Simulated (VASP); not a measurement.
# Ta (Im-3m) in VASP: a series of runs

Ta is run at these levels: LDA; tasks: single point.

Everything below comes from runs of VASP 6.6.1. Logs are shortened: lines on timing, memory, paths and dates and some standing lists are left out, and cuts for length are marked.

### 1 The cell of the first run

Symmetry: Im-3m, No. 229, cubic system. Conventional cell: a = 3.303 Å, b = 3.303 Å, c = 3.303 Å, α = 90.00°, β = 90.00°, γ = 90.00°. Within 3.8 Å of Ta (site symmetry m-3m) lie 14 Ta at 2.86 to 3.30 Å.

### 2 Single point, LDA

Contents of INCAR:

```
SYSTEM = Ta
  PREC = Accurate
  ENCUT = 520
  EDIFF = 1E-7
  ISMEAR = 0
  SIGMA = 0.1
  LREAL = .False.
  LASPH = .True.
  NELM = 100
  ALGO = Normal
  ISIF = 2
  LWAVE = .False.
  LCHARG = .False.
  NBANDS = 12
```

Contents of KPOINTS:

```
regular mesh
0
Gamma
  8 8 8
  0 0 0
```

Contents of POSCAR:

```
Ta
1.0
   -1.6512800000      1.6512800000      1.6512800000
    1.6512800000     -1.6512800000      1.6512800000
    1.6512800000      1.6512800000     -1.6512800000
Ta
1
Direct
    0.0000000000      0.0000000000      0.0000000000
```

Potentials or basis: VASP PAW LDA potentials, release 64 (Ta_pv).

Launch:

```
> cat potpaw_LDA.64/Ta_pv/POTCAR > POTCAR
> mpirun -np 1 vasp_std > vasp.out
```

OUTCAR:

```text
SYSTEM = Ta
   PREC = Accurate
   ENCUT = 520
   EDIFF = 1E-7
   ISMEAR = 0
   LREAL = .False.
   LASPH = .True.
   NELM = 100
   ISIF = 2

 ion  position               nearest neighbor table
   1  0.000  0.000  0.000-

  LATTYP: Found a body centered cubic cell.
 ALAT       =     3.3025600000

  Lattice vectors:

 A1 = (  -1.6512800000,   1.6512800000,   1.6512800000)
 A2 = (   1.6512800000,  -1.6512800000,   1.6512800000)
 A3 = (   1.6512800000,   1.6512800000,  -1.6512800000)

Analysis of symmetry for initial positions (statically):
=====================================================================
 Subroutine PRICEL returns:
 Original cell was already a primitive cell.

 Routine SETGRP: Setting up the symmetry group for a
 body centered cubic supercell.

 Subroutine GETGRP returns: Found 48 space group operations
 (whereof 48 operations were pure point group operations)
 out of a pool of 48 trial point group operations.

The static configuration has the point symmetry O_h .

Analysis of symmetry for dynamics (positions and initial velocities):
=====================================================================
 Subroutine PRICEL returns:
 Original cell was already a primitive cell.

 Routine SETGRP: Setting up the symmetry group for a
 body centered cubic supercell.

 Subroutine GETGRP returns: Found 48 space group operations
 (whereof 48 operations were pure point group operations)
 out of a pool of 48 trial point group operations.

The dynamic configuration has the point symmetry O_h .

 Subroutine INISYM returns: Found 48 space group operations
 (whereof 48 operations are pure point group operations),
 and found     1 'primitive' translations

----------------------------------------------------------------------------------------

                                     Primitive cell

  volume of cell :      18.0104

  direct lattice vectors                    reciprocal lattice vectors
    -1.651280000  1.651280000  1.651280000     0.000000000  0.302795407  0.302795407
     1.651280000 -1.651280000  1.651280000     0.302795407  0.000000000  0.302795407
     1.651280000  1.651280000 -1.651280000     0.302795407  0.302795407  0.000000000

  length of vectors
     2.860100858  2.860100858  2.860100858     0.428217371  0.428217371  0.428217371

  position of ions in fractional coordinates (direct lattice)
     0.000000000  0.000000000  0.000000000

  ion indices of the primitive-cell ions
   primitive index   ion index
                 1           1

----------------------------------------------------------------------------------------

 KPOINTS: regular mesh

Automatic generation of k-mesh.
 Grid dimensions read from file:
 generate k-points for:    8    8    8

 Generating k-lattice:

  Cartesian coordinates                     Fractional coordinates (reciprocal lattice)
     0.000000000  0.037849426  0.037849426     0.125000000  0.000000000  0.000000000
     0.037849426  0.000000000  0.037849426     0.000000000  0.125000000  0.000000000
     0.037849426  0.037849426  0.000000000     0.000000000  0.000000000  0.125000000

  Length of vectors
     0.053527171  0.053527171  0.053527171

  Shift w.r.t. Gamma in fractional coordinates (k-lattice)
     0.000000000  0.000000000  0.000000000

 Subroutine IBZKPT returns following result:
 ===========================================

 Found     29 irreducible k-points:

 Following reciprocal coordinates:
            Coordinates               Weight
  0.000000  0.000000  0.000000      1.000000
  0.125000  0.000000  0.000000     12.000000
  0.250000  0.000000  0.000000     12.000000
  0.375000  0.000000  0.000000     12.000000
  0.500000  0.000000  0.000000      6.000000
  0.125000  0.125000  0.000000     24.000000
[... 16 lines left out ...]
 -0.250000  0.250000  0.250000      6.000000
 -0.375000  0.375000  0.250000     24.000000
 [... further k-points ...]
   k-points           NKPTS =     29   k-points in BZ     NKDIM =     29   number of bands    NBANDS=     12
   number of dos      NEDOS =    301   number of ions     NIONS =      1
   total plane-waves  NPLWV =  13824
   dimension x,y,z NGX =    24 NGY =   24 NGZ =   24
   dimension x,y,z NGXF=    48 NGYF=   48 NGZF=   48
   ions per type =               1
   NGX,Y,Z   is equivalent  to a cutoff of  13.95, 13.95, 13.95 a.u.
   NGXF,Y,Z  is equivalent  to a cutoff of  27.90, 27.90, 27.90 a.u.
 SYSTEM =  Ta
   PREC   = accura    normal or accurate (medium, high low for compatibility)
   ISTART =      0    job   : 0-new  1-cont  2-samecut
   ICHARG =      2    charge: 1-file 2-atom 10-const
   ISPIN  =      1    spin polarized calculation?
   LNONCOLLINEAR =      F non collinear calculations
   LSORBIT =      F    spin-orbit coupling
   LASPH  =      T    aspherical Exc in radial PAW
   ENCUT  =  520.0 eV  38.22 Ry    6.18 a.u.   5.32  5.32  5.32*2*pi/ulx,y,z
   NELM   =    100;   NELMIN=  2; NELMDL= -5     # of ELM steps
   EDIFF  = 0.1E-06   stopping-criterion for ELM
   LREAL  =      F    real-space projection
   EDIFFG = 0.1E-05   stopping-criterion for IOM
   NSW    =      0    number of steps for IOM
   IBRION =     -1    ionic relax: 0-MD 1-quasi-New 2-CG
   NFREE  =      0    steps in history (QN), initial steepest desc. (CG)
   ISIF   =      2    stress and relaxation
   ISYM   =      2    0-nonsym 1-usesym 2-fastsym
   POTIM  = 0.5000    time-step for ionic-motion
   TEBEG  =    0.0;   TEEND  =   0.0 temperature during run
   PSTRESS=    0.0 pullay stress
   NELECT =      11.0000    total number of electrons
   NUPDOWN=      -1.0000    fix difference up-down
   EMIN   =  10.00;   EMAX   =-10.00  energy-range for DOS
   EFERMI =   0.00;   METHOD = LEGACY
   ISMEAR =     0;   SIGMA  =   0.10  broadening in eV -4-tet -1-fermi 0-gaus
   EFERMI_NEDOS =   21; number of points for ismear=-14 and -15
   IALGO  =     38    algorithm
   IMIX   =      4    mixing-type and parameters
     AMIX     =   0.40;   BMIX     =  1.00
     AMIX_MAG =   1.60;   BMIX_MAG =  1.00
  volume/ion in A,a.u.               =      18.01       121.54
  Fermi-wavevector in a.u.,A,eV,Ry     =   1.388988  2.624806 26.249534  1.929286
  Thomas-Fermi vector in A             =   2.513061
   LORBIT       =      0    0 simple, 1 ext, 2 COOP (PROOUT), +10 PAW based schemes
   GGA     = CA    functional components
   LHFCALC =     F    Hartree Fock is set to
   AEXX    =    0.0000 exact exchange contribution
   IVDW    =     0    specifies the selected vdW correction
   LEPSILON=     F    determine dielectric tensor
   LRPA    =     F    only Hartree local field effects (RPA)
 non-spin polarized calculation
 Gauss-broadening in eV      SIGMA  =   0.10
  energy-cutoff  :      520.00
  volume of cell :       18.01
 maximum number of plane-waves:       496
 NGX is ok and might be reduce to    24
   NGX = 11   NGY = 11   NGZ = 11

 number of electron      11.0000002 magnetization

 Free energy of the ion-electron system (eV)
  ---------------------------------------------------
  ext. energy  EPLUGINS =         0.00000000
  ---------------------------------------------------
  free energy    TOTEN  =       -12.84154546 eV

  energy without entropy =      -12.83779112  energy(sigma->0) =      -12.83966829

 E-fermi :   5.3815     XC(G=0): -12.7932

 val. band max:        5.3059880264   @ k =   0.2500   0.0000   0.0000
 cond. band min:       5.4162537935   @ k =  -0.2500   0.2500   0.1250
 fundamental gap:      0.1102657671
 Fermi energy:         5.3815381536

 k-point     1 :       0.0000    0.0000    0.0000
  band No.  band energies     occupation
      1     -27.4817      2.00000
      2     -27.4817      2.00000
      3     -27.4817      2.00000
      4      -2.4440      2.00000
      5       6.0801      0.00000
      6       6.0801      0.00000
      7       6.0801      0.00000
      8       9.3358      0.00000
      9       9.3358      0.00000
     10      19.1134      0.00000
     11      20.4743      0.00000
     12      20.4743      0.00000

 k-point     2 :       0.1250    0.0000    0.0000
  band No.  band energies     occupation
      1     -27.6711      2.00000
      2     -27.5402      2.00000
      3     -27.4827      2.00000
      4      -1.7641      2.00000
      5       5.6631      0.00007
      6       5.9094      0.00000
      7       6.7604      0.00000
      8       8.8082      0.00000
      9       9.3504      0.00000
     10      19.1128      0.00000
     11      21.0023      0.00000
     12      21.6615      0.00000

 k-point     3 :       0.2500    0.0000    0.0000
  band No.  band energies     occupation
      1     -28.1070      2.00000
      2     -27.6790      2.00000
      3     -27.4854      2.00000
      4      -0.1500      2.00000
      5       4.8049      2.00000
      6       5.3060      1.71468
      7       8.6884      0.00000
      8       8.7568      0.00000
      9       9.5237      0.00000
     10      19.1105      0.00000
     11      20.6493      0.00000
     12      22.2075      0.00000
[... 286 lines left out ...]
 k-point    23 :      -0.2500    0.2500    0.2500
  band No.  band energies     occupation
      1     -28.1303      2.00000
      2     -27.8925      2.00000
      3     -27.8925      2.00000
      4       1.7653      2.00000
      5       4.4352      2.00000
      6       6.6376      0.00000
      7       6.6376      0.00000
      8       8.5493      0.00000
      9      10.3654      0.00000
     10      19.1067      0.00000
     11      20.1230      0.00000
     12      24.8790      0.00000

 k-point    24 :      -0.3750    0.3750    0.2500
  band No.  band energies     occupation
      1     -28.3769      2.00000
      2     -28.0385      2.00000
      3     -27.9288      2.00000
      4       2.6112      2.00000
      5       3.4182      2.00000
      6       6.6471      0.00000
      7       7.3364      0.00000
      8      10.7877      0.00000
      9      10.9182      0.00000
     10      19.0861      0.00000
     11      19.4697      0.00000
     12      21.7530      0.00000

 [... further k-points ...]
[... 5 lines left out ...]
  --------------------------------------------------------------------------------------
  -------------------------------------------------------------------------------------
  Total       -1.1129185     -1.1129185     -1.1129185      0.0000000     -0.0000000     -0.0000000
  in kB      -99.0037817    -99.0037817    -99.0037817      0.0000000     -0.0000000     -0.0000000
  external PRESSURE =     -99.0037817 kB  Pullay stress =       0.0000000 kB

 VOLUME and BASIS-vectors are now :
 -----------------------------------------------------------------------------
  energy-cutoff  :      520.00
  volume of cell :       18.01
      direct lattice vectors                 reciprocal lattice vectors
    -1.651280000  1.651280000  1.651280000     0.000000000  0.302795407  0.302795407
     1.651280000 -1.651280000  1.651280000     0.302795407  0.000000000  0.302795407
     1.651280000  1.651280000 -1.651280000     0.302795407  0.302795407  0.000000000

 POSITION                                       TOTAL-FORCE (eV/Angst)
 -----------------------------------------------------------------------------------
      0.00000      0.00000      0.00000         0.000000      0.000000     -0.000000
 -----------------------------------------------------------------------------------
    total drift:                                0.000000      0.000000      0.000000

  FREE ENERGIE OF THE ION-ELECTRON SYSTEM (eV)
  ---------------------------------------------------
  free  energy   TOTEN  =       -12.8415454594 eV

  energy  without entropy=      -12.8377911168  energy(sigma->0) =      -12.83966829
```

It took 5.5 s on 1 thread of Intel Xeon 6975P-C, shared host; peak memory 0.13 GiB.

Results:

```yaml
Free_energy: -12.8415 eV
Pressure: -9.9 GPa
```

Caveat: spin-orbit coupling is left out, which moves the levels of the heavy elements.

### 3 Single point, LDA

This run uses another cell than the first one, of 16.47 Å³/atom, 0.914 times its volume.

Contents of INCAR:

```
SYSTEM = Ta
ALGO = Normal ; EDIFF = 1E-7
ENCUT = 520 ; ISIF = 2
ISMEAR = -1 ; LASPH = .TRUE.
LCHARG = .FALSE. ; LREAL = .FALSE.
LWAVE = .FALSE. ; NBANDS = 12
NELM = 100 ; PREC = Accurate
SIGMA = 0.15
```

Contents of KPOINTS:

```
k-points
0
G
  20 20 20
  0 0 0
```

Contents of POSCAR:

```
Ta
1.0
   -1.6027559546      1.6027559546      1.6027559546
    1.6027559546     -1.6027559546      1.6027559546
    1.6027559546      1.6027559546     -1.6027559546
Ta
1
Direct
    0.0000000000      0.0000000000      0.0000000000
```

Potentials or basis: VASP PAW LDA potentials, release 64 (Ta_pv).

Launch:

```
> cat potpaw_LDA.64/Ta_pv/POTCAR > POTCAR
> mpirun -np 1 vasp_std > vasp.out
```

Run time: 24 s. Hardware: 1 thread of Intel Xeon 6975P-C, shared host; peak memory 0.17 GiB.

It converged, with:

| Quantity | Value |
| --- | --- |
| Free energy | -12.8437 eV |
| Pressure | 12.0 GPa |

Levels at points of the mesh, in eV from the Fermi level:
```csv
k point,band 3,band 4,band 5,band 6,band 7,band 8
"(0.00, 0.00, 0.00)",-32.57,-8.20,0.63,0.63,0.63,4.22
"(0.50, 0.00, 0.00)",-32.58,-4.82,-1.90,2.18,4.17,5.29
"(0.50, 0.50, 0.50)",-33.67,-4.42,-4.42,7.52,7.52,7.52
```

Caveat: spin-orbit coupling is left out, which moves the levels of the heavy elements.

(Continued in part 2 of 2.)
